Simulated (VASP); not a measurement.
Set up this calculation in VASP 6.6.1, as the native input.

| Quantity | Value |
| --- | --- |
| Task | relaxation of cell and atoms |
| Functional | LDA |
| Potentials or basis | VASP PAW LDA potentials, release 64 (Al, N) |
| Cutoff | 600 eV |
| k mesh | 6 × 6 × 4 |
| Occupations | gaussian, width 0.01 eV |
| Spin | no spin polarisation |
| Target pressure | 4 GPa |
| Dipole correction | no |
| Further INCAR settings | ALGO = Normal; EDIFF = 1e-07; IBRION = 2; EDIFFG = -0.01; NSW = 80; ISIF = 3 |

The structure of AlN lies in POSCAR:

```
AlN
1.0
    3.3121157400      0.0000000000      0.0000000000
   -1.6560578700      2.8683763711      0.0000000000
    0.0000000000      0.0000000000      4.1875630000
Al N
2 2
Direct
    0.3333333333      0.6666666667      0.7500000000
    0.6666666667      0.3333333333      0.2500000000
    0.3333333333      0.6666666667      0.2500000000
    0.6666666667      0.3333333333      0.7500000000
```

The input as run:

INCAR

```
SYSTEM = AlN
PREC = Accurate
ENCUT = 600
EDIFF = 1E-7
ISMEAR = 0
SIGMA = 0.01
LREAL = .False.
LASPH = .True.
NELM = 100
ALGO = Normal
ISIF = 3
LWAVE = .False.
LCHARG = .False.
GGA = CA
IBRION = 2
NSW = 80
EDIFFG = -0.01
PSTRESS = 40.0
```

KPOINTS

```
regular mesh
0
Gamma
  6 6 4
  0 0 0
```

Potentials or basis: VASP PAW LDA potentials, release 64 (Al, N).

Command:

```console
$ cat potpaw_LDA.64/Al/POTCAR potpaw_LDA.64/N/POTCAR > POTCAR
$ mpirun -np 1 vasp_std > vasp.out
```

It gave:

```json
{
  "Relaxed volume": "9.38 Å³/atom",
  "Relaxed cell": "a = 3.263 Å, b = 3.263 Å, c = 4.072 Å, α = 90.00°, β = 90.00°, γ = 120.00°",
  "Space group after relaxing (to 0.05 Å)": "P6_3/mmc (No. 194)",
  "Energy change on relaxing (the enthalpy is what falls)": "-8.8 meV/atom",
  "Ionic steps": "8",
  "Pressure after relaxing": "4.0 GPa",
  "Band gap on the k mesh": "3.75 eV, direct"
}
```

Caveat: the cell is relaxed towards a set pressure, so the enthalpy falls and the energy may rise.

Run time: 31 s on 1 thread of Intel Xeon 6975P-C, on a shared host, peak memory 0.15 GiB.
